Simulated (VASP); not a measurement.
PtSe2, 3 atoms in the cell. The structure is trigonal, space group P-3m1 (No. 164). Conventional cell: a = 3.878 Å, b = 3.878 Å, c = 4.561 Å, α = 90.00°, β = 90.00°, γ = 120.00°. Within 3.3 Å of Pt (site symmetry -3m) lie 6 Se at 2.48 Å. Se (site symmetry 3m) has 3 Pt at 2.48 Å and 3 Se at 3.09 Å within 3.3 Å.  This cell differs from its parent crystal: c/a of the conventional cell at fixed volume 1.1762.

| Quantity | Value |
| --- | --- |
| Program | VASP 6.6.1 |
| Task | single point |
| Functional | PBE |
| Dispersion | D3(BJ) |
| Potentials or basis | VASP PAW PBE potentials, release 64 (Pt, Se) |
| Cutoff | 520 eV |
| k mesh | 12 × 12 × 8 |
| Occupations | gaussian, width 0.15 eV |
| Spin | no spin polarisation |
| Dipole correction | no |
| Further INCAR settings | ALGO = Normal; EDIFF = 1e-06; NBANDS = 18 |

Potentials or basis: VASP PAW PBE potentials, release 64 (Pt, Se).

Run with:

```sh
$ cat potpaw_PBE.64/Pt/POTCAR potpaw_PBE.64/Se/POTCAR > POTCAR
$ mpirun -np 1 vasp_std > vasp.out
```

Hardware: 1 thread of AMD EPYC 7R43 64-Core Processor (Zen 3), on a shared host.

Question: Estimate the wall time of this run.

Answer: Run time: 2.2 min on 1 thread of AMD EPYC 7R43 64-Core Processor (Zen 3), with other jobs on the host, peak memory 0.25 GiB. Counts: scf iterations 13, k points 131.
